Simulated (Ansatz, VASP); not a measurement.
# Nb in VASP and in Ansatz

INCAR

```
SYSTEM = Nb
PREC     = Accurate       ! precision mode
ENCUT    = 520            ! plane-wave cutoff, eV
EDIFF    = 1E-6           ! SCF threshold, eV
ISMEAR   = 0              ! smearing method
SIGMA    = 0.15           ! smearing width, eV
LREAL    = .FALSE.        ! projectors in reciprocal space
LASPH    = .TRUE.         ! aspherical terms in the spheres
NELM     = 60             ! most SCF steps
ALGO     = Fast           ! electronic algorithm
ISIF     = 2              ! what is computed and relaxed
LWAVE    = .FALSE.        ! write WAVECAR
LCHARG   = .FALSE.        ! write CHGCAR
GGA      = PE             ! functional
NBANDS   = 12             ! bands
```

The input KPOINTS:

```
Automatic mesh
0
G
  20 20 20
  0 0 0
```

Contents of POSCAR:

```
Nb
1.0
   -1.6639500000      1.6889092500      1.6639500000
    1.6639500000     -1.6889092500      1.6639500000
    1.6639500000      1.6889092500     -1.6639500000
Nb
1
Direct
    0.0000000000      0.0000000000      0.0000000000
```

Input for Ansatz:

```yaml
crystal:
  lattice:
    - [-1.66395, 1.68890925, 1.66395]
    - [1.66395, -1.68890925, 1.66395]
    - [1.66395, 1.68890925, -1.66395]
  atoms:
    - { symbol: Nb, position: [0.0, 0.0, 0.0] }
basis:
  ecutwfc: 420
kpoints:
  mp_grid: { grid: [20, 20, 20] }
hamiltonian:
  xc: pbe
scf:
  occupations: { method: gaussian, width: 0.15 }
output:
  forces: true
  stress: true
  eigenvalues: true
```

Change from the starting cell: strain +0.0150 x Voigt [0, 1, 0, 0, 0, 0], atoms carried along.

Alike in both runs: task single point; functional PBE; k mesh 20 × 20 × 20; occupations gaussian, width 0.15 eV; no spin polarisation.

|  | VASP | Ansatz |
| --- | --- | --- |
| version | VASP 6.6.1 | Ansatz 0.2.0 |
| potentials or method | VASP PAW PBE potentials, release 64 (Nb_sv), cutoff 520 eV | scalar-relativistic, plane waves, PAW |
| valence electrons in the cell | 13 | 13 |

Ansatz gave:

* gap on the k mesh at the Fermi level (eV): none
* pressure (GPa): -5.0
* traceless stress, the component that is largest in VASP (GPa): -1.04

Task: Which values does VASP return?

Result: gap on the k mesh at the Fermi level (eV): none; pressure (GPa): -5.3; traceless stress, the component that is largest in VASP (GPa): -1.04.

A gap of «none» marks a metal or a gap that the smearing closes.
